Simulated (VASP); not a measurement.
Set up this calculation in VASP 6.6.1, as the native input.

```
Task                   : single point
Functional             : PBE
Potentials or basis    : VASP PAW PBE potentials, release 64 (Ta_pv)
Cutoff                 : 520 eV
k mesh                 : 6 × 6 × 3
Occupations            : fermi-dirac, width 0.1 eV
Spin                   : no spin polarisation
Dipole correction      : no
Further INCAR settings : ALGO = Normal; EDIFF = 1e-06; NBANDS = 18
```

The structure of Ta lies in POSCAR:

```
Ta
1.0
    2.8986915389      0.0000000000      0.0000000000
   -1.4493457695      2.5103405104      0.0000000000
    0.0000000000      0.0000000000      5.1508768352
Ta
2
Direct
    0.3333333333      0.6666666667      0.2500000000
    0.6666666667      0.3333333333      0.7500000000
```

One way to write it, as run:

INCAR

```
PREC = Accurate
ENCUT = 520
EDIFF = 1E-6
ISMEAR = -1
SIGMA = 0.1
LREAL = False
LASPH = True
NELM = 80
ALGO = Normal
ISIF = 2
LWAVE = False
LCHARG = False
GGA = PE
NBANDS = 18
```

KPOINTS

```
regular mesh
0
Gamma
  6 6 3
```

Potentials or basis: VASP PAW PBE potentials, release 64 (Ta_pv).

Run with:

```console
$ cat potpaw_PBE.64/Ta_pv/POTCAR > POTCAR
$ mpirun -np 1 vasp_std > vasp.out
```

Results of the run:

```json
{"Pressure": "-0.4 GPa", "Band gap on the k mesh": "zero (band 11 reaches 6.31 eV, above the bottom of band 12 at 4.99 eV)"}
```

Caveat: the k points lie up to 0.42 Å⁻¹ apart; spin-orbit coupling is left out, which moves the levels of the heavy elements.

Run time: 4.9 s on 1 thread of Intel(R) Xeon(R) Platinum 8488C (Sapphire Rapids), on a shared host, peak memory 0.15 GiB.
